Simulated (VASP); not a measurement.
Runs of VASP 6.6.1 on Al. The structure is that of space group Pm-3m (No. 221), or close to it. The cells are those of the table. 

| task | cell | k mesh | cutoff (eV) | gap on the mesh (eV) | pressure (GPa) |
| --- | --- | --- | --- | --- | --- |
| single point | a = 2.609 Å, 1 atom | 13 × 13 × 13 | 520 | none | 6.3 |
| single point | a = 2.682 Å, 1 atom | 19 × 19 × 19 | 520 | none | 0.1 |
| single point | a = 2.571 Å, 1 atom | 13 × 13 × 13 | 520 | none | (a) |
| single point | a = 2.682 Å, 1 atom | 13 × 13 × 13 | 520 | none | 0.1 |
| relaxation of cell and atoms | relaxed from a = 2.617 Å, 1 atom | 12 × 12 × 12 | 600 | none | 0.0 |

Alike in all rows: level LDA; potentials or basis VASP PAW LDA potentials, release 64 (Al); no spin polarisation; smearing fermi-dirac 0.1 eV.

Task: Fill in the values left out.

Result: (a) 10.6.

A gap of «none» marks levels without a gap at the run's occupations.
